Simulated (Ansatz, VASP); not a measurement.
**Ge: VASP beside Ansatz**

The input INCAR:

```
SYSTEM = Ge
ALGO     = Normal         ! electronic algorithm
EDIFF    = 1E-6           ! SCF threshold, eV
ENCUT    = 520            ! plane-wave cutoff, eV
GGA      = PE             ! functional
ISIF     = 2              ! what is computed and relaxed
ISMEAR   = -1             ! smearing method
LASPH    = .TRUE.         ! aspherical terms in the spheres
LCHARG   = .FALSE.        ! write CHGCAR
LREAL    = .FALSE.        ! projectors in reciprocal space
LWAVE    = .FALSE.        ! write WAVECAR
NBANDS   = 13             ! bands
NELM     = 100            ! most SCF steps
PREC     = Accurate       ! precision mode
SIGMA    = 0.05           ! smearing width, eV
```

File KPOINTS:

```
k-points
0
G
  13 13 13
  0 0 0
```

POSCAR

```
Ge
1.0
    2.6938715413      0.0000000000      0.0000000000
    0.0000000000      2.6938715413      0.0000000000
    0.0000000000      0.0000000000      2.6938715413
Ge
1
Direct
    0.0000000000      0.0000000000      0.0000000000
```

Input for Ansatz:

```yaml
crystal:
  lattice:
    - [2.6938715413, 0.0, 0.0]
    - [0.0, 2.6938715413, 0.0]
    - [0.0, 0.0, 2.6938715413]
  atoms:
    - { symbol: Ge, position: [0.0, 0.0, 0.0] }
kpoints:
  mp_grid: { grid: [13, 13, 13] }
scf:
  occupations: { method: fermi_dirac, width: 0.05 }
hamiltonian:
  xc: pbe
  pseudopotentials: { kind: all_electron, lapw: { basis_error: 0.00025 } }
output:
  forces: true
  stress: true
  eigenvalues: true
```

Change from the starting cell: volume scaled by 0.98.

Alike in both runs: task single point; functional PBE; k mesh 13 × 13 × 13; occupations fermi-dirac, width 0.05 eV; no spin polarisation.

```csv
,VASP,Ansatz
version,VASP 6.6.1,Ansatz 0.2.0
potentials or method,"VASP PAW PBE potentials, release 64 (Ge_d), cutoff 520 eV","all-electron LAPW, scalar-relativistic"
```

VASP gave:

- pressure (GPa): 1.3

**Question.** What did Ansatz give for the same quantities?

**Answer.** Pressure (GPa): 1.5.

Ansatz ran all-electron here, and VASP with PAW potentials.
